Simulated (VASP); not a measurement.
# Si2Ni (Fm-3m) in VASP: further runs

The runs below take Si2Ni through single point, with PBE, PBEsol.

Program: VASP 6.6.1. These are calculated values, not measurements. Logs are shortened: lines on timing, memory, paths and dates and some standing lists are left out, and cuts for length are marked.

### 1 The cell of the first run

Symmetry: Fm-3m, No. 225, cubic system. Conventional cell: a = 5.406 Å, b = 5.406 Å, c = 5.406 Å, α = 90.00°, β = 90.00°, γ = 90.00°. Ni (site symmetry m-3m) has 8 Si at 2.34 Å within 3.1 Å. Si (site symmetry -43m) has 4 Ni at 2.34 Å and 6 Si at 2.70 Å within 3.1 Å.

### 2 Single point, PBE, collinear spin, ferromagnetic start

Contents of INCAR:

```
SYSTEM = Si2Ni
PREC     = Accurate       ! precision mode
ENCUT    = 690            ! plane-wave cutoff, eV
EDIFF    = 1E-6           ! SCF threshold, eV
ISMEAR   = -1             ! smearing method
SIGMA    = 0.05           ! smearing width, eV
LREAL    = .False.        ! projectors in reciprocal space
LASPH    = .True.         ! aspherical terms in the spheres
NELM     = 200            ! most SCF steps
ALGO     = Normal         ! electronic algorithm
ISIF     = 2              ! what is computed and relaxed
LWAVE    = .False.        ! write WAVECAR
LCHARG   = .False.        ! write CHGCAR
ISPIN    = 2              ! spin polarisation
MAGMOM   = 1.2 0 0        ! initial moments
LORBIT   = 11             ! projections on sites
NUPDOWN  = 1.2            ! fixed moment
LMAXMIX  = 4              ! l up to which the mixer works
GGA      = PE             ! functional
NBANDS   = 24             ! bands
GGA_COMPAT= .False.
```

Contents of KPOINTS:

```
regular mesh
0
Gamma
  7 7 7
  0 0 0
```

Contents of POSCAR:

```
Si2Ni
1.0
    0.0000000000      2.7030000000      2.7030000000
    2.7030000000      0.0000000000      2.7030000000
    2.7030000000      2.7030000000      0.0000000000
Ni Si
1 2
Direct
    0.0000000000      0.0000000000      0.0000000000
    0.7500000000      0.7500000000      0.7500000000
    0.2500000000      0.2500000000      0.2500000000
```

Potentials or basis: VASP PAW PBE potentials, release 64 (Ni_sv_GW, Si).

Launch:

```console
$ cat potpaw_PBE.64/Ni_sv_GW/POTCAR potpaw_PBE.64/Si/POTCAR > POTCAR
$ mpirun -np 1 vasp_std > vasp.out
```

OUTCAR:

```text
SYSTEM = Si2Ni
   PREC = Accurate
   ENCUT = 690
   EDIFF = 1E-6
   ISMEAR = -1
   LREAL = .False.
   LASPH = .True.
   NELM = 200
   ISIF = 2
   ISPIN = 2
   LORBIT = 11
   NUPDOWN = 1.2
   GGA = PE

 ion  position               nearest neighbor table
   1  0.000  0.000  0.000-   2 2.34   2 2.34   3 2.34   3 2.34   2 2.34   2 2.34   3 2.34   3 2.34

   2  0.750  0.750  0.750-   1 2.34   1 2.34   1 2.34   1 2.34   3 2.70   3 2.70   3 2.70   3 2.70
                             3 2.70   3 2.70
   3  0.250  0.250  0.250-   1 2.34   1 2.34   1 2.34   1 2.34   2 2.70   2 2.70   2 2.70   2 2.70
                             2 2.70   2 2.70

  LATTYP: Found a face centered cubic cell.
 ALAT       =     5.4060000000

  Lattice vectors:

 A1 = (   0.0000000000,   2.7030000000,   2.7030000000)
 A2 = (   2.7030000000,   0.0000000000,   2.7030000000)
 A3 = (   2.7030000000,   2.7030000000,   0.0000000000)

Analysis of symmetry for initial positions (statically):
=====================================================================
 Subroutine PRICEL returns:
 Original cell was already a primitive cell.

 Routine SETGRP: Setting up the symmetry group for a
 face centered cubic supercell.

 Subroutine GETGRP returns: Found 48 space group operations
 (whereof 48 operations were pure point group operations)
 out of a pool of 48 trial point group operations.

The static configuration has the point symmetry O_h .

Analysis of symmetry for dynamics (positions and initial velocities):
=====================================================================
 Subroutine PRICEL returns:
 Original cell was already a primitive cell.

 Routine SETGRP: Setting up the symmetry group for a
 face centered cubic supercell.

 Subroutine GETGRP returns: Found 48 space group operations
 (whereof 48 operations were pure point group operations)
 out of a pool of 48 trial point group operations.

The dynamic configuration has the point symmetry O_h .

Analysis of structural, dynamic, and magnetic symmetry:
=====================================================================
 Subroutine PRICEL returns:
 Original cell was already a primitive cell.

 Routine SETGRP: Setting up the symmetry group for a
 face centered cubic supercell.

 Subroutine GETGRP returns: Found 48 space group operations
 (whereof 48 operations were pure point group operations)
 out of a pool of 48 trial point group operations.

The overall configuration has the point symmetry O_h .

 Subroutine INISYM returns: Found 48 space group operations
 (whereof 48 operations are pure point group operations),
 and found     1 'primitive' translations

----------------------------------------------------------------------------------------

                                     Primitive cell

  volume of cell :      39.4974

  direct lattice vectors                    reciprocal lattice vectors
     0.000000000  2.703000000  2.703000000    -0.184979652  0.184979652  0.184979652
     2.703000000  0.000000000  2.703000000     0.184979652 -0.184979652  0.184979652
     2.703000000  2.703000000  0.000000000     0.184979652  0.184979652 -0.184979652

  length of vectors
     3.822619259  3.822619259  3.822619259     0.320394156  0.320394156  0.320394156

  position of ions in fractional coordinates (direct lattice)
     0.000000000  0.000000000  0.000000000
     0.750000000  0.750000000  0.750000000
     0.250000000  0.250000000  0.250000000

  ion indices of the primitive-cell ions
   primitive index   ion index
                 1           1
                 2           2
                 3           3

----------------------------------------------------------------------------------------

 KPOINTS: regular mesh

Automatic generation of k-mesh.
 Grid dimensions read from file:
 generate k-points for:    7    7    7

 Generating k-lattice:

  Cartesian coordinates                     Fractional coordinates (reciprocal lattice)
    -0.026425665  0.026425665  0.026425665     0.142857143  0.000000000  0.000000000
     0.026425665 -0.026425665  0.026425665     0.000000000  0.142857143  0.000000000
     0.026425665  0.026425665 -0.026425665     0.000000000  0.000000000  0.142857143

  Length of vectors
     0.045770594  0.045770594  0.045770594

  Shift w.r.t. Gamma in fractional coordinates (k-lattice)
     0.000000000  0.000000000  0.000000000

 Subroutine IBZKPT returns following result:
 ===========================================

 Found     20 irreducible k-points:

 Following reciprocal coordinates:
            Coordinates               Weight
  0.000000  0.000000  0.000000      1.000000
  0.142857  0.000000  0.000000      8.000000
  0.285714  0.000000  0.000000      8.000000
  0.428571  0.000000  0.000000      8.000000
  0.142857  0.142857  0.000000      6.000000
  0.285714  0.142857  0.000000     24.000000
[... 12 lines left out ...]
 -0.428571  0.428571  0.142857     24.000000
 -0.285714  0.428571  0.142857     24.000000
   k-points           NKPTS =     20   k-points in BZ     NKDIM =     20   number of bands    NBANDS=     24
   number of dos      NEDOS =    301   number of ions     NIONS =      3
   total plane-waves  NPLWV =  46656
   dimension x,y,z NGX =    36 NGY =   36 NGZ =   36
   dimension x,y,z NGXF=    72 NGYF=   72 NGZF=   72
   ions per type =               1   2
   NGX,Y,Z   is equivalent  to a cutoff of  15.66, 15.66, 15.66 a.u.
   NGXF,Y,Z  is equivalent  to a cutoff of  31.31, 31.31, 31.31 a.u.
 SYSTEM =  Si2Ni
   PREC   = accura    normal or accurate (medium, high low for compatibility)
   ISTART =      0    job   : 0-new  1-cont  2-samecut
   ICHARG =      2    charge: 1-file 2-atom 10-const
   ISPIN  =      2    spin polarized calculation?
   LNONCOLLINEAR =      F non collinear calculations
   LSORBIT =      F    spin-orbit coupling
   LASPH  =      T    aspherical Exc in radial PAW
   ENCUT  =  690.0 eV  50.71 Ry    7.12 a.u.   8.19  8.19  8.19*2*pi/ulx,y,z
   NELM   =    200;   NELMIN=  2; NELMDL= -5     # of ELM steps
   EDIFF  = 0.1E-05   stopping-criterion for ELM
   LREAL  =      F    real-space projection
   EDIFFG = 0.1E-04   stopping-criterion for IOM
   NSW    =      0    number of steps for IOM
   IBRION =     -1    ionic relax: 0-MD 1-quasi-New 2-CG
   NFREE  =      0    steps in history (QN), initial steepest desc. (CG)
   ISIF   =      2    stress and relaxation
   ISYM   =      2    0-nonsym 1-usesym 2-fastsym
   POTIM  = 0.5000    time-step for ionic-motion
   TEBEG  =    0.0;   TEEND  =   0.0 temperature during run
   PSTRESS=    0.0 pullay stress
   NELECT =      26.0000    total number of electrons
   NUPDOWN=       1.2000    fix difference up-down
   EMIN   =  10.00;   EMAX   =-10.00  energy-range for DOS
   EFERMI =   0.00;   METHOD = LEGACY
   ISMEAR =    -1;   SIGMA  =   0.05  broadening in eV -4-tet -1-fermi 0-gaus
   EFERMI_NEDOS =   21; number of points for ismear=-14 and -15
   IALGO  =     38    algorithm
   IMIX   =      4    mixing-type and parameters
     AMIX     =   0.40;   BMIX     =  1.00
     AMIX_MAG =   1.60;   BMIX_MAG =  1.00
  volume/ion in A,a.u.               =      13.17        88.85
  Fermi-wavevector in a.u.,A,eV,Ry     =   1.424109  2.691176 27.593792  2.028086
  Thomas-Fermi vector in A             =   2.544635
   LORBIT       =     11    0 simple, 1 ext, 2 COOP (PROOUT), +10 PAW based schemes
   GGA     = PE    functional components
   LHFCALC =     F    Hartree Fock is set to
   AEXX    =    0.0000 exact exchange contribution
   IVDW    =     0    specifies the selected vdW correction
   LEPSILON=     F    determine dielectric tensor
   LRPA    =     F    only Hartree local field effects (RPA)
 spin polarized calculation
  energy-cutoff  :      690.00
  volume of cell :       39.50
 maximum number of plane-waves:      1641
 NGX is ok and might be reduce to    36
   NGX = 17   NGY = 17   NGZ = 17

 number of electron      25.9999993 magnetization       1.1999983

 Free energy of the ion-electron system (eV)
  ---------------------------------------------------
  ext. energy  EPLUGINS =         0.00000000
  ---------------------------------------------------
  free energy    TOTEN  =       -17.59595268 eV

  energy without entropy =      -17.58626353  energy(sigma->0) =      -17.59110810

 E-fermi :   8.5500     XC(G=0): -11.7641

 val. band max:       10.6675927071   @ k =  -0.1429   0.1429   0.0000
 cond. band min:       8.6375553857   @ k =  -0.1429   0.1429   0.0000
 fundamental gap:     -2.0300373214
 Fermi energy:        10.7412901010

 spin component 1

 k-point     1 :       0.0000    0.0000    0.0000
  band No.  band energies     occupation
      1     -94.9664      1.00000
      2     -55.3568      1.00000
      3     -55.3568      1.00000
      4     -55.3568      1.00000
      5      -4.0183      1.00000
      6       4.5415      1.00000
[... 16 lines left out ...]
     23      18.9594      0.00000
     24      22.7044      0.00000

 k-point     2 :       0.1429    0.0000    0.0000
  band No.  band energies     occupation
      1     -94.9662      1.00000
      2     -55.3569      1.00000
      3     -55.3568      1.00000
      4     -55.3568      1.00000
      5      -3.7163      1.00000
      6       3.9681      1.00000
[... 16 lines left out ...]
     23      20.3046      0.00000
     24      23.6635      0.00000
[... 457 lines left out ...]
     23      23.7665      0.00000
     24      24.8912      0.00000

 k-point    20 :      -0.2857    0.4286    0.1429
  band No.  band energies     occupation
      1     -94.9663      1.00000
      2     -55.3577      1.00000
      3     -55.3575      1.00000
      4     -55.3572      1.00000
      5       0.6744      1.00000
      6       0.7489      1.00000
[... 16 lines left out ...]
     23      23.2396      0.00000
     24      26.3481      0.00000
 Fermi energy:         8.5500177442

 spin component 2

 k-point     1 :       0.0000    0.0000    0.0000
  band No.  band energies     occupation
      1     -94.3615      1.00000
      2     -54.7706      1.00000
      3     -54.7706      1.00000
      4     -54.7706      1.00000
      5      -3.6823      1.00000
      6       5.0018      1.00000
[... 16 lines left out ...]
     23      19.3002      0.00000
     24      23.0150      0.00000

 k-point     2 :       0.1429    0.0000    0.0000
  band No.  band energies     occupation
      1     -94.3613      1.00000
      2     -54.7706      1.00000
      3     -54.7705      1.00000
      4     -54.7705      1.00000
      5      -3.3798      1.00000
      6       4.3973      1.00000
[... 16 lines left out ...]
     23      20.6440      0.00000
     24      23.9817      0.00000
[... 457 lines left out ...]
     23      24.1291      0.00000
     24      25.2960      0.00000

 k-point    20 :      -0.2857    0.4286    0.1429
  band No.  band energies     occupation
      1     -94.3614      1.00000
      2     -54.7715      1.00000
      3     -54.7713      1.00000
      4     -54.7709      1.00000
      5       1.0307      1.00000
      6       1.1133      1.00000
[... 16 lines left out ...]
     23      23.6315      0.00000
     24      26.7247      0.00000

------------------------ aborting loop because EDIFF is reached ----------------------------------------

  FORCE on cell =-STRESS in cart. coord.  units (eV):
  Direction    XX          YY          ZZ          XY          YZ          ZX
  --------------------------------------------------------------------------------------
  -------------------------------------------------------------------------------------
  Total        2.8558920      2.8558920      2.8558920     -0.0000000      0.0000000      0.0000000
  in kB      115.8468507    115.8468507    115.8468507     -0.0000000      0.0000000      0.0000000
  external PRESSURE =     115.8468507 kB  Pullay stress =       0.0000000 kB

 VOLUME and BASIS-vectors are now :
 -----------------------------------------------------------------------------
  energy-cutoff  :      690.00
  volume of cell :       39.50
      direct lattice vectors                 reciprocal lattice vectors
     0.000000000  2.703000000  2.703000000    -0.184979652  0.184979652  0.184979652
     2.703000000  0.000000000  2.703000000     0.184979652 -0.184979652  0.184979652
     2.703000000  2.703000000  0.000000000     0.184979652  0.184979652 -0.184979652

 POSITION                                       TOTAL-FORCE (eV/Angst)
 -----------------------------------------------------------------------------------
      0.00000      0.00000      0.00000        -0.000000      0.000000     -0.000000
      4.05450      4.05450      4.05450         0.000000     -0.000000      0.000000
      1.35150      1.35150      1.35150        -0.000000      0.000000     -0.000000
 -----------------------------------------------------------------------------------
    total drift:                               -0.000000      0.000000      0.000000

  FREE ENERGIE OF THE ION-ELECTRON SYSTEM (eV)
  ---------------------------------------------------
  free  energy   TOTEN  =       -17.5959526816 eV

  energy  without entropy=      -17.5862635282  energy(sigma->0) =      -17.59110810

 total charge

# of ion       s       p       d       f       tot
--------------------------------------------------
    1        2.269   6.459   7.861   0.004  16.592
    2        0.762   0.836   0.000   0.000   1.598
    3        0.762   0.836   0.000   0.000   1.598
--------------------------------------------------
tot          3.793   8.131   7.861   0.004  19.789

 magnetization (x)

# of ion       s       p       d       f       tot
--------------------------------------------------
    1        0.004   0.059   0.457   0.001   0.521
    2        0.072   0.080   0.000   0.000   0.152
    3        0.072   0.080   0.000   0.000   0.152
--------------------------------------------------
tot          0.148   0.219   0.457   0.001   0.825
```

Wall time 3.9 min (1 thread of AMD EPYC 7R43 (Zen 3), shared host); peak memory 0.25 GiB.

What came out:

```yaml
Free_energy: -17.5960 eV
Pressure: 11.6 GPa
Net_moment: 1.20 μB per cell
Site_moments: Ni +0.52; Si +0.15 μB
Valence_electrons_inside_the_program's_atomic_spheres: Ni 16.59; Si 1.60
```

Caveat: the cell stands under pressure; the total moment is fixed, so each spin has its own Fermi level and the state may be an excited one.

(Part 1 of 2 ends here.)
